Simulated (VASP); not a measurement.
# Mg5Zn11O16 (P1) in VASP: further runs

Mg5Zn11O16 is run at these levels: PBEsol; tasks: single point, relaxation of volume and atoms at fixed shape.

Program: VASP 6.6.1. These are calculated values, not measurements. Logs are shortened: lines on timing, memory, paths and dates and some standing lists are left out, and cuts for length are marked.

## 1. The cell of the first run

The typed cell holds 64 atoms: a = 8.500 Å, b = 8.500 Å, c = 8.500 Å, α = 90.00°, β = 90.00°, γ = 90.00°.

## 2. Single point, PBEsol

Contents of INCAR:

```
ALGO = Normal ; EDIFF = 1E-6
ENCUT = 700 ; GGA = PS
GGA_COMPAT = False ; ISIF = 2
ISMEAR = -1 ; ISYM = -1
LASPH = True ; LCHARG = False
LREAL = Auto ; LWAVE = False
NBANDS = 276 ; NELM = 120
PREC = Accurate ; SIGMA = 0.05
```

Contents of KPOINTS:

```
explicit points
1
Reciprocal
  0.25000000   0.25000000   0.25000000 1
```

Contents of POSCAR:

```
Mg5Zn11O16
1.0
    8.5001818685      0.0000000000      0.0000000000
    0.0000000000      8.5001818685      0.0000000000
    0.0000000000      0.0000000000      8.5001818685
O Mg Zn
32 10 22
Direct
    0.2478830000      0.9999540000      0.0011960000
    0.2474030000      0.0021010000      0.4981340000
    0.2497470000      0.5000840000      0.9981680000
    0.2474300000      0.4979080000      0.5027970000
    0.7522570000      0.0003730000      0.9997980000
    0.7523190000      0.0023440000      0.5005950000
    0.7507140000      0.5002830000      0.9994670000
    0.7521360000      0.4984360000      0.5006300000
    0.9998280000      0.2482600000      0.0014620000
    0.9995120000      0.2502880000      0.4970910000
    0.0001780000      0.7521560000      0.0002880000
    0.9996950000      0.7503970000      0.4996040000
    0.5006050000      0.2502870000      0.0016440000
    0.5001540000      0.2499810000      0.4970950000
    0.5008230000      0.7502690000      0.0017650000
    0.5003390000      0.7500130000      0.4979260000
    0.0029240000      0.0027540000      0.2496880000
    0.0002160000      0.0000080000      0.7500160000
    0.0005350000      0.4989830000      0.2515800000
    0.0022830000      0.5007120000      0.7482680000
    0.4981270000      0.9997320000      0.2492840000
    0.4997980000      0.9999380000      0.7499460000
    0.5001300000      0.5003410000      0.2496500000
    0.4982550000      0.5002640000      0.7500090000
    0.2508430000      0.2479480000      0.2522120000
    0.2506480000      0.2522880000      0.7482510000
    0.2531900000      0.7518510000      0.2502650000
    0.2506510000      0.7483860000      0.7500130000
    0.7497510000      0.2505850000      0.2522860000
    0.7494370000      0.2503310000      0.7483040000
    0.7483760000      0.7502360000      0.2499120000
    0.7496260000      0.7500160000      0.7499710000
    0.9997520000      0.9999210000      0.9987300000
    0.9996960000      0.9993150000      0.5004560000
    0.9996720000      0.5016080000      0.4999400000
    0.2506180000      0.2501100000      0.5005270000
    0.7492830000      0.2503090000      0.5008280000
    0.2505210000      0.9994330000      0.2495490000
    0.2506080000      0.5007270000      0.7511060000
    0.9998910000      0.2509860000      0.2489590000
    0.5006230000      0.2506090000      0.2487500000
    0.5009890000      0.7496030000      0.2498080000
    0.0001850000      0.5003840000      0.9997680000
    0.5002350000      0.0000060000      0.9998290000
    0.4998610000      0.0002100000      0.4994550000
    0.5003800000      0.5003420000      0.9997730000
    0.4998640000      0.5000090000      0.5000860000
    0.2500250000      0.2498890000      0.0001550000
    0.2504810000      0.7501820000      0.0001650000
    0.2503060000      0.7500430000      0.5000500000
    0.7502730000      0.2503060000      0.9996570000
    0.7502480000      0.7501890000      0.9998940000
    0.7498150000      0.7502710000      0.5000950000
    0.2501790000      0.0000960000      0.7498280000
    0.2502330000      0.4998630000      0.2503780000
    0.7506000000      0.0005820000      0.2500050000
    0.7497920000      0.0001310000      0.7500360000
    0.7503890000      0.5002640000      0.2500740000
    0.7500780000      0.5003730000      0.7501060000
    0.0002130000      0.2505920000      0.7490020000
    0.0004220000      0.7508040000      0.2496250000
    0.0001410000      0.7500910000      0.7501240000
    0.4999990000      0.2501390000      0.7500870000
    0.5002800000      0.7502540000      0.7499390000
```

Potentials or basis: VASP PAW PBE potentials, release 64 (O, Mg, Zn).

Run with:

```
> cat potpaw_PBE.64/O/POTCAR potpaw_PBE.64/Mg/POTCAR potpaw_PBE.64/Zn/POTCAR > POTCAR
> mpirun -np 1 vasp_std > vasp.out
```

OUTCAR:

```text
EDIFF = 1E-6
   ENCUT = 700
   GGA = PS
   ISIF = 2
   ISMEAR = -1
   ISYM = -1
   LASPH = True
   LREAL = Auto
   NELM = 120
   PREC = Accurate

 ion  position               nearest neighbor table
   1  0.248  1.000  0.001-  33 2.11  38 2.11  49 2.12  48 2.12  54 2.14  44 2.15
   2  0.247  0.002  0.498-  34 2.11  36 2.11  38 2.11  54 2.14  50 2.14  45 2.15
   3  0.250  0.500  0.998-  39 2.10  43 2.12  49 2.13  48 2.13  46 2.13  55 2.14
   4  0.247  0.498  0.503-  35 2.11  36 2.11  39 2.11  50 2.14  55 2.15  47 2.15
   5  0.752  0.000  1.000-  33 2.10  57 2.12  51 2.12  52 2.13  56 2.13  44 2.14
   6  0.752  0.002  0.501-  34 2.10  37 2.11  57 2.12  56 2.13  53 2.14  45 2.15
[... 67 lines left out ...]
                            42 3.00  64 3.00  57 3.00  45 3.00  59 3.00  58 3.01  47 3.01  62 3.01
  54  0.250  0.000  0.750-  22 2.12  18 2.12   1 2.14  28 2.14   2 2.14  26 2.14  36 3.00  33 3.00
                            50 3.00  34 3.00  63 3.00  64 3.00  62 3.01  45 3.01  44 3.01  48 3.01
  55  0.250  0.500  0.250-  19 2.12  23 2.12  25 2.14  27 2.14   3 2.14   4 2.15  40 3.00  47 3.00
                            41 3.00  50 3.00  36 3.00  35 3.01  48 3.01  42 3.01  49 3.01  43 3.01
  56  0.751  0.001  0.250-  29 2.13   5 2.13  31 2.13   6 2.13  17 2.14  21 2.15  34 3.00  61 3.00
                            40 3.00  41 3.01  51 3.01  45 3.01  53 3.01  33 3.01  52 3.01  44 3.01
  57  0.750  0.000  0.750-   6 2.12   5 2.12  22 2.12  32 2.13  30 2.13  18 2.13  33 3.00  44 3.00
                            37 3.00  64 3.00  34 3.00  51 3.00  52 3.00  53 3.00  63 3.00  62 3.01
  58  0.750  0.500  0.250-  29 2.12  31 2.12  19 2.13  23 2.13   8 2.13   7 2.13  42 3.00  40 3.00
                            35 3.00  41 3.00  53 3.01  43 3.01  52 3.01  46 3.01  51 3.01  47 3.01
  59  0.750  0.500  0.750-   7 2.12   8 2.12  32 2.12  30 2.13  24 2.14  20 2.14  37 3.00  46 3.00
                            52 3.00  51 3.00  64 3.00  35 3.00  43 3.00  62 3.00  53 3.00  60 3.00
  60  0.000  0.251  0.749-  20 2.13  26 2.13  18 2.13  30 2.13  10 2.14   9 2.15  36 3.00  37 3.00
                            34 3.00  59 3.00  35 3.01  33 3.01  54 3.01  39 3.01  43 3.01  51 3.01
  61  0.000  0.751  0.250-  11 2.12  12 2.12  19 2.14  17 2.14  31 2.14  27 2.15  38 3.00  34 3.00
                            35 3.00  49 3.00  56 3.00  52 3.00  33 3.01  43 3.01  50 3.01  58 3.01
  62  0.000  0.750  0.750-  20 2.12  18 2.12  11 2.13  32 2.13  28 2.13  12 2.13  33 3.00  35 3.00
                            34 3.00  43 3.00  52 3.00  59 3.00  39 3.00  54 3.01  50 3.01  53 3.01
  63  0.500  0.250  0.750-  26 2.12  30 2.12  24 2.13  22 2.13  13 2.14  14 2.15  37 3.00  36 3.00
                            57 3.00  51 3.00  54 3.00  47 3.00  44 3.00  46 3.00  39 3.01  48 3.01
  64  0.500  0.750  0.750-  32 2.12  28 2.12  22 2.12  24 2.13  15 2.14  16 2.14  39 3.00  53 3.00
                            57 3.00  44 3.00  59 3.00  46 3.00  50 3.00  52 3.00  54 3.00  49 3.01

IMPORTANT INFORMATION: All symmetrisations will be switched off!
NOSYMM: (Re-)initialisation of all symmetry stuff for point group C_1.

----------------------------------------------------------------------------------------

                                     Primitive cell

  volume of cell :     614.1644

  direct lattice vectors                    reciprocal lattice vectors
     8.500181869  0.000000000  0.000000000     0.117644542  0.000000000  0.000000000
     0.000000000  8.500181869  0.000000000     0.000000000  0.117644542  0.000000000
     0.000000000  0.000000000  8.500181869     0.000000000  0.000000000  0.117644542

  length of vectors
     8.500181869  8.500181869  8.500181869     0.117644542  0.117644542  0.117644542

  position of ions in fractional coordinates (direct lattice)
     0.247883000  0.999954000  0.001196000
     0.247403000  0.002101000  0.498134000
     0.249747000  0.500084000  0.998168000
     0.247430000  0.497908000  0.502797000
     0.752257000  0.000373000  0.999798000
[... 50 lines left out ...]
   TEBEG  =    0.0;   TEEND  =   0.0 temperature during run
   PSTRESS=    0.0 pullay stress
   NELECT =     476.0000    total number of electrons
   NUPDOWN=      -1.0000    fix difference up-down
   EMIN   =  10.00;   EMAX   =-10.00  energy-range for DOS
   EFERMI =   0.00;   METHOD = LEGACY
   ISMEAR =    -1;   SIGMA  =   0.05  broadening in eV -4-tet -1-fermi 0-gaus
   EFERMI_NEDOS =   21; number of points for ismear=-14 and -15
   IALGO  =     38    algorithm
   IMIX   =      4    mixing-type and parameters
     AMIX     =   0.40;   BMIX     =  1.00
     AMIX_MAG =   1.60;   BMIX_MAG =  1.00
  volume/ion in A,a.u.               =       9.60        64.76
  Fermi-wavevector in a.u.,A,eV,Ry     =   1.503773  2.841719 30.767304  2.261333
  Thomas-Fermi vector in A             =   2.614839
   LORBIT       =      0    0 simple, 1 ext, 2 COOP (PROOUT), +10 PAW based schemes
   GGA     = PS    functional components
   LHFCALC =     F    Hartree Fock is set to
   AEXX    =    0.0000 exact exchange contribution
   IVDW    =     0    specifies the selected vdW correction
   LEPSILON=     F    determine dielectric tensor
   LRPA    =     F    only Hartree local field effects (RPA)
 non-spin polarized calculation
  energy-cutoff  :      700.00
  volume of cell :      614.16
 maximum number of plane-waves:     25839
 NGX is ok and might be reduce to    80
   NGX = 37   NGY = 37   NGZ = 37

 number of electron     475.9999949 magnetization

 Free energy of the ion-electron system (eV)
  ---------------------------------------------------
  ext. energy  EPLUGINS =         0.00000000
  ---------------------------------------------------
  free energy    TOTEN  =      -334.24005105 eV

  energy without entropy =     -334.24005105  energy(sigma->0) =     -334.24005105

 E-fermi :   4.1213     XC(G=0): -12.1993

 val. band max:        2.8930384540   @ k =   0.2500   0.2500   0.2500
 cond. band min:       5.7618641725   @ k =   0.2500   0.2500   0.2500
 fundamental gap:      2.8688257185
 Fermi energy:         4.1212870937

 k-point     1 :       0.2500    0.2500    0.2500
  band No.  band energies     occupation
      1     -15.2634      2.00000
      2     -14.8852      2.00000
      3     -14.8442      2.00000
      4     -14.8014      2.00000
      5     -14.5363      2.00000
      6     -14.4923      2.00000
[... 242 lines left out ...]
    249       8.8288      0.00000
    250       9.0226      0.00000
 [bands above 250 left out]

------------------------ aborting loop because EDIFF is reached ----------------------------------------

  FORCE on cell =-STRESS in cart. coord.  units (eV):
  Direction    XX          YY          ZZ          XY          YZ          ZX
  --------------------------------------------------------------------------------------
  -------------------------------------------------------------------------------------
  Total        1.9402518      1.7599601      1.7371268     -0.9874282     -0.4840957     -0.7286458
  in kB        5.0615556      4.5912269      4.5316613     -2.5759146     -1.2628657     -1.9008262
  external PRESSURE =       4.7281480 kB  Pullay stress =       0.0000000 kB

 VOLUME and BASIS-vectors are now :
 -----------------------------------------------------------------------------
  energy-cutoff  :      700.00
  volume of cell :      614.16
      direct lattice vectors                 reciprocal lattice vectors
     8.500181869  0.000000000  0.000000000     0.117644542  0.000000000  0.000000000
     0.000000000  8.500181869  0.000000000     0.000000000  0.117644542  0.000000000
     0.000000000  0.000000000  8.500181869     0.000000000  0.000000000  0.117644542

 POSITION                                       TOTAL-FORCE (eV/Angst)
 -----------------------------------------------------------------------------------
      2.10705      8.49979      0.01017        -0.046514      0.000232      0.044483
      2.10297      0.01786      4.23423        -0.044474      0.042367     -0.041613
      2.12289      4.25080      8.48461        -0.000766     -0.001017     -0.047673
      2.10320      4.23231      4.27387        -0.043412     -0.043230      0.042344
      6.39432      0.00317      8.49846         0.047318      0.000063      0.000213
      6.39485      0.01992      4.25515         0.045394      0.045746     -0.001480
[... 56 lines left out ...]
      4.25008      2.12623      6.37588        -0.002298      0.002751     -0.003638
      4.25247      6.37730      6.37462        -0.001116     -0.000580     -0.001174
 -----------------------------------------------------------------------------------
    total drift:                                0.029951      0.036253     -0.017403

  FREE ENERGIE OF THE ION-ELECTRON SYSTEM (eV)
  ---------------------------------------------------
  free  energy   TOTEN  =      -334.2400510464 eV

  energy  without entropy=     -334.2400510463  energy(sigma->0) =     -334.24005105
```

It took 8.7 min on 1 thread of Intel Xeon 6975P-C (Granite Rapids), shared host; peak memory 1.1 GiB.

Results:

* Free energy: -334.2401 eV
* Pressure: 0.5 GPa
* Largest force: 0.074 eV/Å
* Band gap on the k mesh: 2.87 eV

Forces in eV/Å, atoms in the order of the input:
```
O   -0.047  0.000  0.044
O   -0.044  0.042 -0.042
O   -0.001 -0.001 -0.048
O   -0.043 -0.043  0.042
O    0.047  0.000  0.000
O    0.045  0.046 -0.001
O    0.001  0.000 -0.001
O    0.045 -0.048  0.001
O   -0.001 -0.046  0.045
O   -0.002 -0.001 -0.047
O    0.000  0.048  0.000
O   -0.001  0.002 -0.001
O    0.000 -0.001  0.050
O    0.001  0.001 -0.043
O    0.002 -0.001  0.049
O    0.000  0.000 -0.048
O    0.043  0.043 -0.002
O   -0.002  0.000  0.000
O    0.001 -0.047  0.047
O    0.044 -0.002 -0.046
O   -0.049 -0.001  0.001
O    0.000  0.000 -0.001
O    0.002  0.000 -0.001
O   -0.050  0.001  0.000
O    0.003 -0.046  0.047
O   -0.001  0.045 -0.045
O    0.046  0.042  0.000
O    0.000 -0.049  0.000
O   -0.002  0.000  0.045
O   -0.002  0.000 -0.048
O   -0.050  0.001 -0.001
O    0.000  0.001  0.000
Mg   0.000 -0.002  0.002
Mg   0.000  0.000 -0.001
Mg   0.000 -0.001  0.001
Mg  -0.003 -0.002 -0.002
Mg   0.002 -0.002 -0.001
Mg  -0.003  0.000  0.000
Mg  -0.001 -0.001  0.000
Mg   0.001 -0.001  0.003
Mg  -0.001 -0.001  0.001
Mg  -0.002  0.000  0.000
Zn   0.003  0.000 -0.002
Zn  -0.002  0.000  0.005
Zn  -0.004  0.004 -0.011
Zn   0.001  0.003  0.001
Zn  -0.004 -0.004 -0.001
Zn  -0.002 -0.003  0.006
Zn   0.004  0.003  0.005
Zn  -0.001  0.000 -0.001
Zn   0.004  0.000  0.002
Zn   0.001  0.003  0.002
Zn   0.001  0.002 -0.001
Zn  -0.004  0.003 -0.002
Zn   0.001 -0.006  0.008
Zn   0.006  0.007  0.003
Zn   0.003  0.001 -0.002
Zn   0.003 -0.003  0.005
Zn   0.003  0.000 -0.004
Zn   0.001  0.000 -0.009
Zn   0.005  0.007  0.003
Zn   0.003  0.001 -0.001
Zn  -0.002  0.003 -0.004
Zn  -0.001 -0.001 -0.001
```

Levels at points of the mesh, in eV from the valence-band top:
```csv
k point,band 236,band 237,band 238,band 239,band 240,band 241
"(0.25, 0.25, 0.25)",-0.07,-0.04,0.00,2.87,4.49,4.58
```

Caveat: the PAW data sets were made with another functional, which shifts forces and pressure a little; a shifted mesh leaves out Γ, where band edges can lie.

[end of part 1 of 2]
